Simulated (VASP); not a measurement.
# CsLiCr2Te2S3 (Pm) in VASP: notebook

CsLiCr2Te2S3 is run at these levels: r2SCAN, PBE; tasks: relaxation of cell and atoms, single point.

All numbers are computed with VASP 6.6.1; they aren't measurements. Logs are shortened: lines on timing, memory, paths and dates and some standing lists are left out, and cuts for length are marked.

### 1 The cell of the first run

It takes space group Pm (No. 6, monoclinic). Conventional cell: a = 7.057 Å, b = 3.981 Å, c = 9.084 Å, α = 90.00°, β = 107.12°, γ = 90.00°. Within 5.5 Å of Cs (site symmetry m) lie 8 S at 3.44 to 5.49 Å and 3 Te at 3.93 to 4.13 Å and 2 Cs at 3.98 Å and 4 Cr at 4.03 to 5.08 Å and 4 Li at 4.85 to 5.48 Å. Li (site symmetry m) has 4 S at 2.21 to 2.63 Å and 3 Cr at 2.81 to 2.88 Å and 2 Te at 2.89 Å within 2.9 Å. Within 3.3 Å of Cr (site symmetry m) lie 5 S at 2.47 to 2.63 Å and 1 Te at 2.79 Å and 2 Li at 2.81 Å. Cr (site symmetry m) has 2 S at 2.34 to 2.50 Å and 4 Te at 2.76 to 2.80 Å and 1 Li at 2.88 Å within 3.1 Å. Within 3.6 Å of Te (site symmetry m) lie 3 Cr at 2.76 to 2.79 Å and 2 S at 3.48 Å. Within 3.3 Å of Te (site symmetry m) lie 3 S at 2.48 to 3.23 Å and 2 Cr at 2.80 Å and 2 Li at 2.89 Å. S (site symmetry m) has 2 Li at 2.21 Å and 1 Te at 2.48 Å and 1 Cr at 2.51 Å within 2.9 Å. Within 3.3 Å of S (site symmetry m) lie 3 Cr at 2.34 to 2.47 Å and 1 Li at 2.63 Å and 3 S at 3.17 to 3.30 Å and 2 Te at 3.23 Å.

### 2 Relaxation of cell and atoms, r2SCAN, collinear spin, ferromagnetic start

Contents of INCAR:

```
SYSTEM = CsLiCr2Te2S3
  PREC = Accurate
  ENCUT = 600
  EDIFF = 1E-6
  ISMEAR = -1
  SIGMA = 0.05
  LREAL = .False.
  LASPH = .True.
  NELM = 150
  ALGO = Normal
  ISIF = 3
  LWAVE = .False.
  LCHARG = .False.
  ISPIN = 2
  MAGMOM = 0 0 3 3 0 0 0 0 0
  LORBIT = 11
  LMAXMIX = 4
  METAGGA = R2SCAN
  LMIXTAU = .True.
  IBRION = 2
  NSW = 60
  EDIFFG = -0.01
  KPAR = 4
```

Contents of KPOINTS:

```
regular mesh
0
Gamma
  4 7 3
  0 0 0
```

Contents of POSCAR:

```
CsLiCr2Te2S3
1.0
    7.0568400000      0.0000000000      0.0000000000
    0.0000000000      3.9806000000      0.0000000000
   -2.6733300000      0.0000000000      8.6816800000
Cs Li Cr Te S
1 1 2 2 3
Direct
    0.0773900000      0.0000000000      0.3770600000
    0.8642400000      0.5000000000      0.7888300000
    0.1264600000      0.0000000000      0.9461600000
    0.5929000000      0.5000000000      0.9716500000
    0.5083800000      0.0000000000      0.1527000000
    0.5561200000      0.0000000000      0.7489300000
    0.8742600000      0.0000000000      0.6850200000
    0.2517600000      0.5000000000      0.8440200000
    0.9629400000      0.5000000000      0.0535700000
```

Potentials or basis: VASP PAW PBE potentials, release 64 (Cs_sv, Li_sv, Cr_pv, Te, S).

On the command line:

```console
$ cat potpaw_PBE.64/Cs_sv/POTCAR potpaw_PBE.64/Li_sv/POTCAR potpaw_PBE.64/Cr_pv/POTCAR potpaw_PBE.64/Te/POTCAR potpaw_PBE.64/S/POTCAR > POTCAR
$ mpirun -np 4 vasp_std > vasp.out
```

OUTCAR:

```text
SYSTEM = CsLiCr2Te2S3
   PREC = Accurate
   ENCUT = 600
   EDIFF = 1E-6
   ISMEAR = -1
   LREAL = .False.
   LASPH = .True.
   NELM = 150
   ISIF = 3
   ISPIN = 2
   LORBIT = 11
   METAGGA = R2SCAN
   IBRION = 2
   NSW = 60
   EDIFFG = -0.01

 ion  position               nearest neighbor table
   1  0.077  0.000  0.377-
   2  0.864  0.500  0.789-   7 2.21   7 2.21   9 2.30   8 2.63   3 2.81   3 2.81   4 2.88   6 2.89
                             6 2.89
   3  0.126  0.000  0.946-   8 2.47   8 2.47   7 2.51   9 2.63   9 2.63   5 2.79   2 2.81   2 2.81

   4  0.593  0.500  0.972-   8 2.34   9 2.50   5 2.76   5 2.76   6 2.80   6 2.80   2 2.88
   5  0.508  0.000  0.153-   4 2.76   4 2.76   3 2.79
   6  0.556  0.000  0.749-   7 2.48   4 2.80   4 2.80   2 2.89   2 2.89   8 3.23   8 3.23
   7  0.874  0.000  0.685-   2 2.21   2 2.21   6 2.48   3 2.51
   8  0.252  0.500  0.844-   4 2.34   3 2.47   3 2.47   2 2.63   6 3.23   6 3.23
   9  0.963  0.500  0.054-   2 2.30   4 2.50   3 2.63   3 2.63

  LATTYP: Found a simple monoclinic cell.
 ALAT       =     7.0568400000
 B/A-ratio  =     0.5640768389
 C/A-ratio  =     1.2872555190
 COS(beta)  =    -0.2942913782

  Lattice vectors:

 A1 = (   7.0568400000,   0.0000000000,   0.0000000000)
 A2 = (   0.0000000000,   3.9806000000,   0.0000000000)
 A3 = (  -2.6733300000,   0.0000000000,   8.6816800000)

Analysis of symmetry for initial positions (statically):
=====================================================================
 Subroutine PRICEL returns:
 Original cell was already a primitive cell.

 Routine SETGRP: Setting up the symmetry group for a
 simple monoclinic supercell.

 Subroutine GETGRP returns: Found  2 space group operations
 (whereof  2 operations were pure point group operations)
 out of a pool of  4 trial point group operations.

The static configuration has the point symmetry C_1h.

Analysis of symmetry for dynamics (positions and initial velocities):
=====================================================================
 Subroutine PRICEL returns:
 Original cell was already a primitive cell.

 Routine SETGRP: Setting up the symmetry group for a
 simple monoclinic supercell.

 Subroutine GETGRP returns: Found  2 space group operations
 (whereof  2 operations were pure point group operations)
 out of a pool of  4 trial point group operations.

The dynamic configuration has the point symmetry C_1h.

Analysis of structural, dynamic, and magnetic symmetry:
=====================================================================
 Subroutine PRICEL returns:
 Original cell was already a primitive cell.

 Routine SETGRP: Setting up the symmetry group for a
 simple monoclinic supercell.

 Subroutine GETGRP returns: Found  2 space group operations
 (whereof  2 operations were pure point group operations)
 out of a pool of  4 trial point group operations.

The overall configuration has the point symmetry C_1h.

 Subroutine INISYM returns: Found  2 space group operations
 (whereof  2 operations are pure point group operations),
 and found     1 'primitive' translations

----------------------------------------------------------------------------------------

                                     Primitive cell

  volume of cell :     243.8724

  direct lattice vectors                    reciprocal lattice vectors
     7.056840000  0.000000000  0.000000000     0.141706486  0.000000000  0.043635356
     0.000000000  3.980600000  0.000000000     0.000000000  0.251218409  0.000000000
    -2.673330000  0.000000000  8.681680000     0.000000000  0.000000000  0.115185079

  length of vectors
     7.056840000  3.980600000  9.083956237     0.148272629  0.251218409  0.115185079

  position of ions in fractional coordinates (direct lattice)
     0.077390000  0.000000000  0.377060000
     0.864240000  0.500000000  0.788830000
     0.126460000  0.000000000  0.946160000
     0.592900000  0.500000000  0.971650000
     0.508380000  0.000000000  0.152700000
     0.556120000  0.000000000  0.748930000
     0.874260000  0.000000000  0.685020000
     0.251760000  0.500000000  0.844020000
     0.962940000  0.500000000  0.053570000

  ion indices of the primitive-cell ions
[... 65 lines left out ...]
   number of dos      NEDOS =    301   number of ions     NIONS =      9
   total plane-waves  NPLWV = 143360
   dimension x,y,z NGX =    56 NGY =   32 NGZ =   80
   dimension x,y,z NGXF=   112 NGYF=   64 NGZF=  160
   ions per type =               1   1   2   2   3
   NGX,Y,Z   is equivalent  to a cutoff of  13.19, 13.36, 14.64 a.u.
   NGXF,Y,Z  is equivalent  to a cutoff of  26.39, 26.73, 29.28 a.u.
 SYSTEM =  CsLiCr2Te2S3
   PREC   = accura    normal or accurate (medium, high low for compatibility)
   ISTART =      0    job   : 0-new  1-cont  2-samecut
   ICHARG =      2    charge: 1-file 2-atom 10-const
   ISPIN  =      2    spin polarized calculation?
   LNONCOLLINEAR =      F non collinear calculations
   LSORBIT =      F    spin-orbit coupling
   LASPH  =      T    aspherical Exc in radial PAW
   ENCUT  =  600.0 eV  44.10 Ry    6.64 a.u.  14.09  7.95 18.14*2*pi/ulx,y,z
   NELM   =    150;   NELMIN=  2; NELMDL= -5     # of ELM steps
   EDIFF  = 0.1E-05   stopping-criterion for ELM
   LREAL  =      F    real-space projection
   EDIFFG = -.1E-01   stopping-criterion for IOM
   NSW    =     60    number of steps for IOM
   IBRION =      2    ionic relax: 0-MD 1-quasi-New 2-CG
   NFREE  =      1    steps in history (QN), initial steepest desc. (CG)
   ISIF   =      3    stress and relaxation
   ISYM   =      2    0-nonsym 1-usesym 2-fastsym
   POTIM  = 0.5000    time-step for ionic-motion
   TEBEG  =    0.0;   TEEND  =   0.0 temperature during run
   PSTRESS=    0.0 pullay stress
   NELECT =      66.0000    total number of electrons
   NUPDOWN=      -1.0000    fix difference up-down
   EMIN   =  10.00;   EMAX   =-10.00  energy-range for DOS
   EFERMI =   0.00;   METHOD = LEGACY
   ISMEAR =    -1;   SIGMA  =   0.05  broadening in eV -4-tet -1-fermi 0-gaus
   EFERMI_NEDOS =   21; number of points for ismear=-14 and -15
   IALGO  =     38    algorithm
   IMIX   =      4    mixing-type and parameters
     AMIX     =   0.40;   BMIX     =  1.00
     AMIX_MAG =   1.60;   BMIX_MAG =  1.00
  volume/ion in A,a.u.               =      27.10       182.86
  Fermi-wavevector in a.u.,A,eV,Ry     =   1.058933  2.001094 15.256754  1.121340
  Thomas-Fermi vector in A             =   2.194261
   LORBIT       =     11    0 simple, 1 ext, 2 COOP (PROOUT), +10 PAW based schemes
   METAGGA = R2SCAN    functional components
   LHFCALC =     F    Hartree Fock is set to
   AEXX    =    0.0000 exact exchange contribution
   IVDW    =     0    specifies the selected vdW correction
   LEPSILON=     F    determine dielectric tensor
   LRPA    =     F    only Hartree local field effects (RPA)
 conjugate gradient relaxation of ions
 spin polarized calculation
  energy-cutoff  :      600.00
  volume of cell :      243.87
 maximum number of plane-waves:      8165
   NGX = 29   NGY = 15   NGZ = 37

--------------------------------------- Ionic step        1  -------------------------------------------

 number of electron      66.0000007 magnetization       6.0000041

 Free energy of the ion-electron system (eV)
  ---------------------------------------------------
  ext. energy  EPLUGINS =         0.00000000
  ---------------------------------------------------
  free energy    TOTEN  =      -140.09241565 eV

  energy without entropy =     -140.09232608  energy(sigma->0) =     -140.09237087

------------------------ aborting loop because EDIFF is reached ----------------------------------------

  FORCE on cell =-STRESS in cart. coord.  units (eV):
  Direction    XX          YY          ZZ          XY          YZ          ZX
  --------------------------------------------------------------------------------------
  -------------------------------------------------------------------------------------
  Total       -0.2991705     -0.1790142      0.2621123      0.0000000      0.0000000      0.1490660
  in kB       -1.9654715     -1.1760762      1.7220091      0.0000000      0.0000000      0.9793246
  external PRESSURE =      -0.4731795 kB  Pullay stress =       0.0000000 kB
[... 110 lines left out ...]
  FREE ENERGIE OF THE ION-ELECTRON SYSTEM (eV)
  ---------------------------------------------------
  free  energy   TOTEN  =      -140.0999547079 eV

  energy  without entropy=     -140.0998667606  energy(sigma->0) =     -140.09991073

[... ionic steps 4 to 16 ...]

--------------------------------------- Ionic step       17  -------------------------------------------

 number of electron      66.0000015 magnetization       6.0000145

------------------------ aborting loop because EDIFF is reached ----------------------------------------
[... 81 lines left out ...]
--------------------------------------- Ionic step       19  -------------------------------------------

 number of electron      66.0000015 magnetization       6.0000140

 Free energy of the ion-electron system (eV)
  ---------------------------------------------------
  ext. energy  EPLUGINS =         0.00000000
  ---------------------------------------------------
  free energy    TOTEN  =      -140.10761929 eV

  energy without entropy =     -140.10749962  energy(sigma->0) =     -140.10755946

 E-fermi :   4.0604     XC(G=0):  -9.1177

 val. band max:        3.7762810130   @ k =   0.0000   0.0000   0.0000
 cond. band min:       4.3719273030   @ k =   0.5000   0.2857   0.3333
 fundamental gap:      0.5956462900
 Fermi energy:         4.0603547744

 spin component 1

 k-point     1 :       0.0000    0.0000    0.0000
  band No.  band energies     occupation
      1     -43.1172      1.00000
      2     -42.6625      1.00000
      3     -42.6522      1.00000
      4     -42.6429      1.00000
      5     -42.3314      1.00000
      6     -42.3129      1.00000
[... 1069 lines left out ...]
     41       5.4163      0.00000
     42       5.4611      0.00000

 [... further k-points ...]

 spin component 2

 k-point     1 :       0.0000    0.0000    0.0000
  band No.  band energies     occupation
      1     -43.1252      1.00000
      2     -38.6027      1.00000
      3     -38.4792      1.00000
      4     -38.3869      1.00000
      5     -38.3145      1.00000
      6     -38.2616      1.00000
[... 1107 lines left out ...]
  FREE ENERGIE OF THE ION-ELECTRON SYSTEM (eV)
  ---------------------------------------------------
  free  energy   TOTEN  =      -140.1076192929 eV

  energy  without entropy=     -140.1074996231  energy(sigma->0) =     -140.10755946

 reached required accuracy - stopping structural energy minimisation

 total charge

# of ion       s       p       d       tot
------------------------------------------
    1        1.850   4.713   0.032   6.595
    2        2.032   0.036   0.000   2.068
    3        0.377   6.208   3.981  10.566
    4        0.379   6.233   4.041  10.652
    5        1.365   2.071   0.022   3.459
    6        1.399   1.967   0.054   3.419
    7        1.340   2.425   0.000   3.765
    8        1.330   2.409   0.000   3.738
    9        1.314   2.425   0.000   3.739
--------------------------------------------------
tot         11.385  28.486   8.130  48.002

 magnetization (x)

# of ion       s       p       d       tot
------------------------------------------
    1        0.000  -0.002   0.000  -0.002
    2       -0.000  -0.000   0.000  -0.000
    3        0.090   0.043   3.117   3.249
    4        0.071   0.044   3.041   3.156
    5       -0.009  -0.212   0.007  -0.214
    6       -0.004  -0.079   0.003  -0.081
    7       -0.001  -0.047   0.000  -0.048
    8       -0.008  -0.155   0.000  -0.163
    9       -0.003  -0.080   0.000  -0.083
--------------------------------------------------
tot          0.135  -0.489   6.167   5.814
```

Wall time 2 h (4 MPI ranks of Intel Xeon Platinum 8259CL at 2.50GHz (Skylake/Cascade Lake), shared host); peak memory 1 GiB.

What came out:

| Item | Value |
| --- | --- |
| Free energy | -140.1076 eV |
| Relaxed volume | 26.75 Å³/atom |
| Relaxed cell | a = 7.083 Å, b = 3.964 Å, c = 8.981 Å, α = 90.00°, β = 107.31°, γ = 90.00° |
| Space group after relaxing (to 0.1 Å) | Pm (No. 6) |
| Energy gained by relaxing | 1.7 meV/atom |
| Ionic steps | 19 |
| Pressure after relaxing | 0.0 GPa |
| Largest force after relaxing | 0.010 eV/Å |
| Band gap on the k mesh | 0.60 eV (least direct gap 0.83 eV) |
| Net moment | 6.00 μB per cell |
| Site moments | Cs -0.00; Li -0.00; Cr +3.25, +3.16; Te -0.21, -0.08; S -0.05, -0.16, -0.08 μB |
| Valence electrons inside the program's atomic spheres | Cs 6.59; Li 2.07; Cr 10.57, 10.65; Te 3.46, 3.42; S 3.77, 3.74 (each value once) |

Forces on the atoms (eV/Å):
```
Cs   0.008  0.000 -0.004
Li  -0.002  0.000 -0.001
Cr   0.000  0.000  0.001
Cr  -0.001  0.000  0.005
Te   0.002  0.000  0.005
Te  -0.010  0.000 -0.002
S    0.003  0.000  0.000
S    0.000  0.000 -0.004
S    0.000  0.000 -0.001
```

The path:
```tsv
step	energy change (eV)	largest force (eV/Å)	pressure (GPa)	volume (Å³)
1	0.0000	0.3413	-0.05	243.87
2	-0.0075	0.0975	0.05	243.59
3	-0.0075	0.0922	0.07	243.56
4	-0.0097	0.0510	-0.08	243.92
5	-0.0102	0.0560	-0.18	244.15
6	-0.0118	0.0455	-0.05	243.17
7	-0.0123	0.0582	0.08	242.12
8	-0.0135	0.0560	0.03	241.83
9	-0.0140	0.0535	-0.04	241.45
10	-0.0145	0.0419	0.03	240.89
11	-0.0145	0.0432	0.03	240.88
12	-0.0149	0.0258	-0.02	240.87
13	-0.0149	0.0266	-0.02	240.87
14	-0.0150	0.0164	0.03	240.62
15	-0.0150	0.0165	0.02	240.60
16	-0.0151	0.0115	0.00	240.75
17	-0.0151	0.0108	-0.01	240.78
18	-0.0152	0.0121	-0.02	240.86
19	-0.0152	0.0097	0.00	240.77
```

Final structure:
```
Cs Li Cr Te S
1.0
     7.08339    0.00000    0.00436
     0.00000    3.96436    0.00000
    -2.67807    0.00000    8.57231
Cs Li Cr Te S
1 1 2 2 3
Direct
  0.08122 0.00000 0.38329
  0.86469 0.50000 0.78709
  0.12697 0.00000 0.94752
  0.59105 0.50000 0.97183
  0.50943 0.00000 0.15772
  0.55741 0.00000 0.74418
  0.87041 0.00000 0.68188
  0.25003 0.50000 0.83992
  0.96324 0.50000 0.05451
```

Caveat: the cutoff is under 1.25 times the usual one of these potentials, so pressure, stress and relaxed cells hold a basis-set (Pulay) error; the PAW data sets were made with another functional, which shifts forces and pressure a little; spin-orbit coupling is left out, which moves the levels of the heavy elements; an odd mesh through Γ misses points on the zone boundary, where band edges can lie; only a ferromagnetic start was run, and an antiferromagnetic order may lie lower in energy.

[end of part 1 of 2]
